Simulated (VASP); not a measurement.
Write the native input for VASP 6.6.1 that does the following.

| Item | Value |
| --- | --- |
| Task | single point |
| Functional | r2SCAN |
| Potentials or basis | VASP PAW PBE potentials, release 64 (Al) |
| Cutoff | 520 eV |
| k mesh | 14 × 14 × 8 |
| Occupations | fermi-dirac, width 0.1 eV |
| Spin | no spin polarisation |
| Dipole correction | no |
| Further INCAR settings | ALGO = Normal; EDIFF = 1e-06; NBANDS = 10 |

Crystal: Al.

```
Al
1.0
     2.91350    0.00000    0.00000
    -1.45675    2.52317    0.00000
     0.00000    0.00000    4.70326
Al
2
Direct
  0.33333 0.66667 0.25000
  0.66667 0.33333 0.75000
```

This isn't the form of Al at room conditions, which is fcc.

These files were run (other wordings do the same):

POSCAR

```
Al
1.0
    2.9135000244      0.0000000000      0.0000000000
   -1.4567500122      2.5231650351      0.0000000000
    0.0000000000      0.0000000000      4.7032597062
Al
2
Direct
    0.3333333333      0.6666666667      0.2500000000
    0.6666666667      0.3333333333      0.7500000000
```

INCAR.step1

```
SYSTEM = Al
ALGO = Normal ; EDIFF = 1E-4
ENCUT = 520 ; GGA = PE
ISMEAR = -1 ; LASPH = .TRUE.
LCHARG = .FALSE. ; LREAL = .FALSE.
LWAVE = .TRUE. ; NBANDS = 10
NELM = 60 ; PREC = Accurate
SIGMA = 0.1
```

INCAR.step2

```
SYSTEM = Al
ALGO = Normal ; EDIFF = 1E-6
ENCUT = 520 ; ISIF = 2
ISMEAR = -1 ; ISTART = 1
LASPH = .TRUE. ; LCHARG = .TRUE.
LELF = .TRUE. ; LMIXTAU = .TRUE.
LREAL = .FALSE. ; LVHAR = .TRUE.
LWAVE = .FALSE. ; METAGGA = R2SCAN
NBANDS = 10 ; NELM = 60
PREC = Accurate ; SIGMA = 0.1
```

KPOINTS

```
k-points
0
G
  14 14 8
  0 0 0
```

Potentials or basis: VASP PAW PBE potentials, release 64 (Al).

Launch:

```bash
$ cat potpaw_PBE.64/Al/POTCAR > POTCAR
$ cp INCAR.step1 INCAR
$ mpirun -np 1 vasp_std > vasp.out
$ cp INCAR.step2 INCAR
$ mpirun -np 1 vasp_std > vasp.out
```

It gave:

The pressure is -6.0 GPa and the band gap on the k mesh is zero (bands 3 and 4 overlap by 7.86 eV).

Caveat: the cell stands under tension; the PAW data sets were made with another functional, which shifts forces and pressure a little.

It took 2.3 min on 1 thread of Intel Xeon 8259CL (shared host), peak memory 0.18 GiB.
